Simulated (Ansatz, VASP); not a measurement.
Hf2Si3N: VASP beside Ansatz

```
Hf Si N
1.0
     2.64387    1.52644    3.69272
    -2.64387    1.52644    3.69272
     0.00000   -3.05288    3.69272
Hf Si N
2 3 1
Direct
  0.63041 0.63041 0.63041
  0.36959 0.36959 0.36959
  0.00000 0.50000 0.00000
  0.50000 0.00000 0.00000
  0.00000 0.00000 0.50000
  0.00000 0.00000 0.00000
```

Change from the starting cell: species swapped into the Er2Al3Cu type (R-3m, No. 166).

Alike in both runs: functional PBE; k mesh 12 × 12 × 12; occupations gaussian, width 0.1 eV; no spin polarisation.

Ansatz relaxed the structure, and its values are those at the end. VASP's run is a single point on that final structure, the one shown.

|  | VASP | Ansatz |
| --- | --- | --- |
| version | VASP 6.6.1 | Ansatz 0.2.0 |
| potentials or method | VASP PAW PBE potentials, release 64 (Hf_pv, Si, N), cutoff 520 eV | scalar-relativistic, plane waves, PAW |
| valence electrons in the cell | 37 | 69 |

```tsv
	VASP	Ansatz	Ansatz less VASP
gap on the k mesh at the Fermi level (eV)	none	none	-
pressure (GPa)	-0.3	0.0	+0.26
rms of the force components (eV/Å)	0.003	0.000	-0.0031
```

A gap of «none» marks a metal or a gap that the smearing closes. With one functional, cell and mesh, what is left measures potentials, basis and numerics. VASP's potentials hold 37 valence electrons a cell and Ansatz's 69, so a difference there can come from the potentials and not from the codes.

Neither program's run includes spin-orbit coupling.
